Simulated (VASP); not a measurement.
# Sn (I4_1/amd) in VASP: further runs, part 2 of 2

VASP 6.6.1. Earlier steps stand in the parts before.

### Step 4. Electric field gradients, LDA (zz strain of -3 %)

The input, INCAR:

```
PREC = Accurate ; ENCUT = 520
EDIFF = 1E-8 ; ISMEAR = -1
SIGMA = 0.05 ; LREAL = False
LASPH = True ; NELM = 80
ALGO = Normal ; ISIF = 2
LWAVE = False ; LCHARG = False
LEFG = True ; NBANDS = 21
```

The input, KPOINTS:

```
Automatic mesh
0
Gamma
  15 15 15
```

The input, POSCAR:

```
Sn
1.0
   -2.9158500000      2.9158500000      1.5429305000
    2.9158500000     -2.9158500000      1.5429305000
    2.9158500000      2.9158500000     -1.5429305000
Sn
2
Direct
    0.0000000000      0.0000000000      0.0000000000
    0.7500000000      0.2500000000      0.5000000000
```

Potentials or basis: VASP PAW LDA potentials, release 64 (Sn_d).

Run with:

```console
> cat potpaw_LDA.64/Sn_d/POTCAR > POTCAR
> mpirun -np 1 vasp_std > vasp.out
```

OUTCAR:

```text
PREC = Accurate
   ENCUT = 520
   EDIFF = 1E-8
   ISMEAR = -1
   LREAL = False
   LASPH = True
   NELM = 80
   ISIF = 2

 ion  position               nearest neighbor table
   1  0.000  0.000  0.000-   2 3.02   2 3.02   2 3.02   2 3.02   2 3.72   2 3.72   2 3.72   2 3.72

   2  0.750  0.250  0.500-   1 3.02   1 3.02   1 3.02   1 3.02   1 3.72   1 3.72   1 3.72   1 3.72

  LATTYP: Found a body centered tetragonal cell.
 ALAT       =     5.8317000000
 C/A-ratio  =     0.5291529057

  Lattice vectors:

 A1 = (  -2.9158500000,   2.9158500000,   1.5429305000)
 A2 = (   2.9158500000,  -2.9158500000,   1.5429305000)
 A3 = (   2.9158500000,   2.9158500000,  -1.5429305000)

Analysis of symmetry for initial positions (statically):
=====================================================================
 Subroutine PRICEL returns:
 Original cell was already a primitive cell.

 Routine SETGRP: Setting up the symmetry group for a
 body centered tetragonal supercell.

 Subroutine GETGRP returns: Found 16 space group operations
[... 767 lines left out ...]
    -2.915850000  2.915850000  1.542930500     0.000000000  0.171476585  0.324058666
     2.915850000 -2.915850000  1.542930500     0.171476585  0.000000000  0.324058666
     2.915850000  2.915850000 -1.542930500     0.171476585  0.171476585  0.000000000

 POSITION                                       TOTAL-FORCE (eV/Angst)
 -----------------------------------------------------------------------------------
      0.00000      0.00000      0.00000         0.000000      0.000000      0.000000
     -0.00000      2.91585      0.77147        -0.000000     -0.000000     -0.000000
 -----------------------------------------------------------------------------------
    total drift:                               -0.000000      0.000000     -0.000000

  FREE ENERGIE OF THE ION-ELECTRON SYSTEM (eV)
  ---------------------------------------------------
  free  energy   TOTEN  =        -8.9822735196 eV

  energy  without entropy=       -8.9761368271  energy(sigma->0) =       -8.97920517

 Electric field gradients (V/A^2)
---------------------------------------------------------------------
 ion       V_xx      V_yy      V_zz      V_xy      V_xz      V_yz
---------------------------------------------------------------------
   1     -15.232   -15.232    30.464     0.001     0.000     0.000
   2     -15.232   -15.232    30.464     0.001     0.000     0.000
---------------------------------------------------------------------

 Electric field gradients after diagonalization (V/A^2)
 (convention: |V_zz| > |V_xx| > |V_yy|)
----------------------------------------------------------------------
 ion       V_xx      V_yy      V_zz     asymmetry (V_yy - V_xx)/ V_zz
----------------------------------------------------------------------
   1     -15.233   -15.231    30.464       0.000
   2     -15.233   -15.231    30.464       0.000
----------------------------------------------------------------------

           NMR quadrupolar parameters

 Cq : quadrupolar parameter    Cq=e*Q*V_zz/h
 eta: asymmetry parameters     (V_yy - V_xx)/ V_zz
 Q  : nuclear electric quadrupole moment in mb (millibarn)
----------------------------------------------------------------------
 ion       Cq(MHz)       eta       Q (mb)
----------------------------------------------------------------------
   1       0.074       0.000       1.000
   2       0.074       0.000       1.000
----------------------------------------------------------------------
```

OSZICAR:

```text
N       E                     dE             d eps       ncg     rms          rms(c)
DAV:   1     0.222656233771E+03    0.22266E+03   -0.14332E+04 12334   0.211E+03
DAV:   2     0.144857652507E+02   -0.20817E+03   -0.20372E+03 12226   0.457E+02
DAV:   3    -0.827808393763E+01   -0.22764E+02   -0.22578E+02 13792   0.136E+02
DAV:   4    -0.899563667573E+01   -0.71755E+00   -0.71709E+00 13986   0.267E+01
DAV:   5    -0.902475481978E+01   -0.29118E-01   -0.29117E-01 16905   0.510E+00    0.258E+00
DAV:   6    -0.899457734440E+01    0.30177E-01   -0.34985E-02 16569   0.263E+00    0.141E+00
DAV:   7    -0.898282408652E+01    0.11753E-01   -0.17997E-02 16510   0.186E+00    0.159E-01
DAV:   8    -0.898226703057E+01    0.55706E-03   -0.18907E-03 15794   0.623E-01    0.338E-02
DAV:   9    -0.898227306915E+01   -0.60386E-05   -0.48872E-05 16259   0.585E-02    0.141E-02
DAV:  10    -0.898227353221E+01   -0.46307E-06   -0.36096E-06 16345   0.248E-02    0.943E-04
DAV:  11    -0.898227352373E+01    0.84829E-08   -0.28072E-07 14626   0.689E-03    0.695E-04
DAV:  12    -0.898227351963E+01    0.41032E-08   -0.14987E-08  9751   0.139E-03
   1 F= -.89822735E+01 E0= -.89792052E+01  d E =-.613669E-02
```

Run time: 3.7 min. Hardware: 1 thread of Intel Xeon Platinum 8259CL at 2.50GHz (Skylake/Cascade Lake), shared host; peak memory 0.36 GiB.

What came out:

```yaml
Free_energy: -8.9823 eV
Pressure: -0.1 GPa
Band_gap_on_the_k_mesh: zero (band 14 reaches 9.54 eV, above the bottom of band 15 at 5.30 eV)
```

Stress tensor (GPa, compression positive):
```
-0.46  0.00  0.00
 0.00 -0.46  0.00
 0.00  0.00  0.58
```

Electric field gradients, principal values (V/Å²):
| atom | least | middle | greatest (by size) |
| --- | --- | --- | --- |
| 1 Sn | -15.231 | -15.233 | 30.464 |
| 2 Sn | -15.231 | -15.233 | 30.464 |

Caveat: the cell differs from its parent crystal (zz strain of -3 %); without QUAD_EFG the Cq values of the log hold for a quadrupole moment of 1 mb, not for the nuclei; spin-orbit coupling is left out, which moves the levels of the heavy elements.

### Step 5. Electric field gradients, LDA (zz strain of -2 %)

The input, INCAR:

```
PREC = Accurate
ENCUT = 520
EDIFF = 1E-8
ISMEAR = -1
SIGMA = 0.05
LREAL = F
LASPH = T
NELM = 60
ALGO = Normal
ISIF = 2
LWAVE = F
LCHARG = F
GGA = CA
LEFG = T
NBANDS = 21
```

The input, KPOINTS:

```
regular mesh
0
Gamma
  15 15 15
```

The input, POSCAR:

```
Sn
1.0
   -2.9158500000      2.9158500000      1.5588370000
    2.9158500000     -2.9158500000      1.5588370000
    2.9158500000      2.9158500000     -1.5588370000
Sn
2
Direct
    0.0000000000      0.0000000000      0.0000000000
    0.7500000000      0.2500000000      0.5000000000
```

Potentials or basis: VASP PAW LDA potentials, release 64 (Sn_d).

Run with:

```console
> cat potpaw_LDA.64/Sn_d/POTCAR > POTCAR
> mpirun -np 1 vasp_std > vasp.out
```

OUTCAR:

```text
PREC = Accurate
   ENCUT = 520
   EDIFF = 1E-8
   ISMEAR = -1
   LREAL = F
   LASPH = T
   NELM = 60
   ISIF = 2
   GGA = CA

 ion  position               nearest neighbor table
   1  0.000  0.000  0.000-   2 3.02   2 3.02   2 3.02   2 3.02   2 3.74   2 3.74   2 3.74   2 3.74

   2  0.750  0.250  0.500-   1 3.02   1 3.02   1 3.02   1 3.02   1 3.74   1 3.74   1 3.74   1 3.74

  LATTYP: Found a body centered tetragonal cell.
 ALAT       =     5.8317000000
 C/A-ratio  =     0.5346080903

  Lattice vectors:

 A1 = (  -2.9158500000,   2.9158500000,   1.5588370000)
 A2 = (   2.9158500000,  -2.9158500000,   1.5588370000)
 A3 = (   2.9158500000,   2.9158500000,  -1.5588370000)

Analysis of symmetry for initial positions (statically):
=====================================================================
[... 771 lines left out ...]
  energy-cutoff  :      520.00
  volume of cell :       53.01
      direct lattice vectors                 reciprocal lattice vectors
    -2.915850000  2.915850000  1.558837000     0.000000000  0.171476585  0.320751945
     2.915850000 -2.915850000  1.558837000     0.171476585  0.000000000  0.320751945
     2.915850000  2.915850000 -1.558837000     0.171476585  0.171476585  0.000000000

 POSITION                                       TOTAL-FORCE (eV/Angst)
 -----------------------------------------------------------------------------------
      0.00000      0.00000      0.00000         0.000000     -0.000000      0.000000
     -0.00000      2.91585      0.77942        -0.000000      0.000000     -0.000000
 -----------------------------------------------------------------------------------
    total drift:                               -0.000000      0.000000     -0.000000

  FREE ENERGIE OF THE ION-ELECTRON SYSTEM (eV)
  ---------------------------------------------------
  free  energy   TOTEN  =        -8.9823281849 eV

  energy  without entropy=       -8.9758570629  energy(sigma->0) =       -8.97909262

 Electric field gradients (V/A^2)
---------------------------------------------------------------------
 ion       V_xx      V_yy      V_zz      V_xy      V_xz      V_yz
---------------------------------------------------------------------
   1     -18.299   -18.299    36.598     0.001     0.000     0.000
   2     -18.299   -18.299    36.598     0.001     0.000     0.000
---------------------------------------------------------------------

 Electric field gradients after diagonalization (V/A^2)
 (convention: |V_zz| > |V_xx| > |V_yy|)
----------------------------------------------------------------------
 ion       V_xx      V_yy      V_zz     asymmetry (V_yy - V_xx)/ V_zz
----------------------------------------------------------------------
   1     -18.300   -18.298    36.598       0.000
   2     -18.300   -18.298    36.598       0.000
----------------------------------------------------------------------

           NMR quadrupolar parameters

 Cq : quadrupolar parameter    Cq=e*Q*V_zz/h
 eta: asymmetry parameters     (V_yy - V_xx)/ V_zz
 Q  : nuclear electric quadrupole moment in mb (millibarn)
----------------------------------------------------------------------
 ion       Cq(MHz)       eta       Q (mb)
----------------------------------------------------------------------
   1       0.088       0.000       1.000
   2       0.088       0.000       1.000
----------------------------------------------------------------------
```

stdout:

```text
POSCAR found type information on POSCAR Sn
 POSCAR found :  1 types and       2 ions
 scaLAPACK will be used
 LDA part: xc-table for (Slater(with rela. corr.)+CA(PZ))
 , standard interpolation
 POSCAR, INCAR and KPOINTS ok, starting setup
 FFT: planning ... GRIDC
 FFT: planning ... GRID_SOFT
 FFT: planning ... GRID
 WAVECAR not read
 entering main loop
ion   1

ion   2
```

It took 3.7 min on 1 thread of Intel Xeon Platinum 8259CL at 2.50GHz (Skylake/Cascade Lake), shared host; peak memory 0.36 GiB.

Results:

```yaml
Free_energy: -8.9823 eV
Pressure: -0.7 GPa
Band_gap_on_the_k_mesh: zero (band 14 reaches 9.43 eV, above the bottom of band 15 at 5.17 eV)
```

Stress tensor (GPa, compression positive):
```
-0.75  0.00  0.00
 0.00 -0.75  0.00
 0.00  0.00 -0.65
```

Electric field gradients, principal values (V/Å²):
| atom | least | middle | greatest (by size) |
| --- | --- | --- | --- |
| 1 Sn | -18.298 | -18.300 | 36.598 |
| 2 Sn | -18.298 | -18.300 | 36.598 |

Caveat: the cell differs from its parent crystal (zz strain of -2 %); without QUAD_EFG the Cq values of the log hold for a quadrupole moment of 1 mb, not for the nuclei; spin-orbit coupling is left out, which moves the levels of the heavy elements.

### Step 6. Electric field gradients, LDA (zz strain of +2 %)

The input, INCAR:

```
PREC = Accurate
ENCUT = 520
EDIFF = 1E-8
ISMEAR = -1
SIGMA = 0.05
LREAL = False
LASPH = True
NELM = 100
ALGO = Normal
ISIF = 2
LWAVE = False
LCHARG = False
GGA = CA
LEFG = True
NBANDS = 21
```

The input, KPOINTS:

```
Automatic mesh
0
Gamma
  15 15 15
```

The input, POSCAR:

```
Sn
1.0
   -2.9158500000      2.9158500000      1.6224630000
    2.9158500000     -2.9158500000      1.6224630000
    2.9158500000      2.9158500000     -1.6224630000
Sn
2
Direct
    0.0000000000      0.0000000000      0.0000000000
    0.7500000000      0.2500000000      0.5000000000
```

Potentials or basis: VASP PAW LDA potentials, release 64 (Sn_d).

Run with:

```console
> cat potpaw_LDA.64/Sn_d/POTCAR > POTCAR
> mpirun -np 1 vasp_std > vasp.out
```

OUTCAR:

```text
PREC = Accurate
   ENCUT = 520
   EDIFF = 1E-8
   ISMEAR = -1
   LREAL = False
   LASPH = True
   NELM = 100
   ISIF = 2
   GGA = CA

 ion  position               nearest neighbor table
   1  0.000  0.000  0.000-   2 3.03   2 3.03   2 3.03   2 3.03
   2  0.750  0.250  0.500-   1 3.03   1 3.03   1 3.03   1 3.03

  LATTYP: Found a body centered tetragonal cell.
 ALAT       =     5.8317000000
 C/A-ratio  =     0.5564288286

  Lattice vectors:

 A1 = (  -2.9158500000,   2.9158500000,   1.6224630000)
 A2 = (   2.9158500000,  -2.9158500000,   1.6224630000)
 A3 = (   2.9158500000,   2.9158500000,  -1.6224630000)

Analysis of symmetry for initial positions (statically):
=====================================================================
 Subroutine PRICEL returns:
 Original cell was already a primitive cell.

 Routine SETGRP: Setting up the symmetry group for a
 body centered tetragonal supercell.

 Subroutine GETGRP returns: Found 16 space group operations
 (whereof  8 operations were pure point group operations)
 out of a pool of 16 trial point group operations.

The static configuration has the point symmetry D_2d.
 The point group associated with its full space group is D_4h.

Analysis of symmetry for dynamics (positions and initial velocities):
=====================================================================
 Subroutine PRICEL returns:
 Original cell was already a primitive cell.

 Routine SETGRP: Setting up the symmetry group for a
 body centered tetragonal supercell.

 Subroutine GETGRP returns: Found 16 space group operations
 (whereof  8 operations were pure point group operations)
 out of a pool of 16 trial point group operations.
[... 150 lines left out ...]
 E-fermi :   7.4760     XC(G=0): -10.4693

 val. band max:        7.4687267041   @ k =   0.4000   0.4000   0.0000
 cond. band min:       7.4808422094   @ k =   0.2667   0.0667   0.0667
 fundamental gap:      0.0121155053
 Fermi energy:         7.4760435997

 k-point     1 :       0.0000    0.0000    0.0000
  band No.  band energies     occupation
      1     -14.0419      2.00000
      2     -13.9376      2.00000
      3     -13.9140      2.00000
      4     -13.8831      2.00000
      5     -13.7615      2.00000
      6     -13.7615      2.00000
[... 565 lines left out ...]
     20      14.7486      0.00000
     21      15.6444      0.00000

 [... further k-points ...]
[... 5 lines left out ...]
  --------------------------------------------------------------------------------------
  -------------------------------------------------------------------------------------
  Total       -0.7545154     -0.7545154     -1.2963001      0.0000000      0.0000000      0.0000000
  in kB      -21.9085464    -21.9085464    -37.6401199      0.0000000      0.0000000      0.0000000
  external PRESSURE =     -27.1524043 kB  Pullay stress =       0.0000000 kB

 VOLUME and BASIS-vectors are now :
 -----------------------------------------------------------------------------
  energy-cutoff  :      520.00
  volume of cell :       55.18
      direct lattice vectors                 reciprocal lattice vectors
    -2.915850000  2.915850000  1.622463000     0.000000000  0.171476585  0.308173438
     2.915850000 -2.915850000  1.622463000     0.171476585  0.000000000  0.308173438
     2.915850000  2.915850000 -1.622463000     0.171476585  0.171476585  0.000000000

 POSITION                                       TOTAL-FORCE (eV/Angst)
 -----------------------------------------------------------------------------------
      0.00000      0.00000      0.00000         0.000000     -0.000000      0.000000
     -0.00000      2.91585      0.81123        -0.000000      0.000000     -0.000000
 -----------------------------------------------------------------------------------
    total drift:                               -0.000000      0.000000     -0.000000

  FREE ENERGIE OF THE ION-ELECTRON SYSTEM (eV)
  ---------------------------------------------------
  free  energy   TOTEN  =        -8.9513267208 eV

  energy  without entropy=       -8.9431610072  energy(sigma->0) =       -8.94724386

 Electric field gradients (V/A^2)
---------------------------------------------------------------------
 ion       V_xx      V_yy      V_zz      V_xy      V_xz      V_yz
---------------------------------------------------------------------
   1     -26.354   -26.354    52.708     0.001     0.001     0.001
   2     -26.354   -26.354    52.708     0.001     0.001     0.001
---------------------------------------------------------------------

 Electric field gradients after diagonalization (V/A^2)
 (convention: |V_zz| > |V_xx| > |V_yy|)
----------------------------------------------------------------------
 ion       V_xx      V_yy      V_zz     asymmetry (V_yy - V_xx)/ V_zz
----------------------------------------------------------------------
   1     -26.355   -26.353    52.708       0.000
   2     -26.355   -26.353    52.708       0.000
----------------------------------------------------------------------

           NMR quadrupolar parameters

 Cq : quadrupolar parameter    Cq=e*Q*V_zz/h
 eta: asymmetry parameters     (V_yy - V_xx)/ V_zz
 Q  : nuclear electric quadrupole moment in mb (millibarn)
----------------------------------------------------------------------
 ion       Cq(MHz)       eta       Q (mb)
----------------------------------------------------------------------
   1       0.127       0.000       1.000
   2       0.127       0.000       1.000
----------------------------------------------------------------------
```

OSZICAR:

```text
N       E                     dE             d eps       ncg     rms          rms(c)
DAV:   1     0.222569234955E+03    0.22257E+03   -0.14424E+04 12333   0.207E+03
DAV:   2     0.147175395081E+02   -0.20785E+03   -0.20357E+03 12186   0.454E+02
DAV:   3    -0.822581571221E+01   -0.22943E+02   -0.22764E+02 14024   0.136E+02
DAV:   4    -0.896067718994E+01   -0.73486E+00   -0.73442E+00 13795   0.271E+01
DAV:   5    -0.899074045917E+01   -0.30063E-01   -0.30063E-01 17118   0.518E+00    0.239E+00
DAV:   6    -0.896234456318E+01    0.28396E-01   -0.34686E-02 16444   0.255E+00    0.130E+00
DAV:   7    -0.895177542405E+01    0.10569E-01   -0.18982E-02 16395   0.182E+00    0.152E-01
DAV:   8    -0.895132369636E+01    0.45173E-03   -0.21476E-03 14826   0.640E-01    0.283E-02
DAV:   9    -0.895132644205E+01   -0.27457E-05   -0.59502E-05 16206   0.715E-02    0.942E-03
DAV:  10    -0.895132672274E+01   -0.28069E-06   -0.45592E-06 15797   0.208E-02    0.220E-03
DAV:  11    -0.895132672049E+01    0.22524E-08   -0.31571E-07 14322   0.637E-03    0.103E-03
DAV:  12    -0.895132672077E+01   -0.28149E-09   -0.21381E-08 10950   0.172E-03
   1 F= -.89513267E+01 E0= -.89472439E+01  d E =-.816571E-02
```

stdout:

```text
POSCAR found type information on POSCAR Sn
 POSCAR found :  1 types and       2 ions
 scaLAPACK will be used
 LDA part: xc-table for (Slater(with rela. corr.)+CA(PZ))
 , standard interpolation
 POSCAR, INCAR and KPOINTS ok, starting setup
 FFT: planning ... GRIDC
 FFT: planning ... GRID_SOFT
 FFT: planning ... GRID
 WAVECAR not read
 entering main loop
ion   1

ion   2
```

It took 4.3 min on 1 thread of Oxide Virtual Turin-like, shared host; peak memory 0.34 GiB.

Results:

```
Free energy            : -8.9513 eV
Pressure               : -2.7 GPa
Band gap on the k mesh : zero (band 14 reaches 9.01 eV, above the bottom of band 15 at 4.73 eV)
```

Electric field gradients, principal values (V/Å²):
```
atom    least   middle  greatest (by size)
1 Sn  -26.353  -26.355              52.708
2 Sn  -26.353  -26.355              52.708
```

Caveat: the cell differs from its parent crystal (zz strain of +2 %); without QUAD_EFG the Cq values of the log hold for a quadrupole moment of 1 mb, not for the nuclei; spin-orbit coupling is left out, which moves the levels of the heavy elements.

### Step 7. Summary

| cell | gap on the mesh (eV) | pressure (GPa) |
| --- | --- | --- |
| a = 4.506 Å, angles 97.4, 97.4, 137.8°, 2 atoms | none | -4.4 |
| a = 4.403 Å, angles 97.1, 97.1, 139.0°, 2 atoms | none | -0.1 |
| a = 4.408 Å, angles 97.2, 97.2, 138.6°, 2 atoms | none | -0.7 |
| a = 4.431 Å, angles 97.7, 97.7, 137.0°, 2 atoms | none | -2.7 |

Alike in all rows: task electric field gradients; level LDA; potentials or basis VASP PAW LDA potentials, release 64 (Sn_d); no spin polarisation; k mesh 15 × 15 × 15; cutoff (eV) 520; smearing fermi-dirac 0.05 eV.

Caveats: spin-orbit coupling is left out, which moves the levels of the heavy elements.

Total energies depend on the potentials used, so only differences within one code and one set of settings carry meaning.
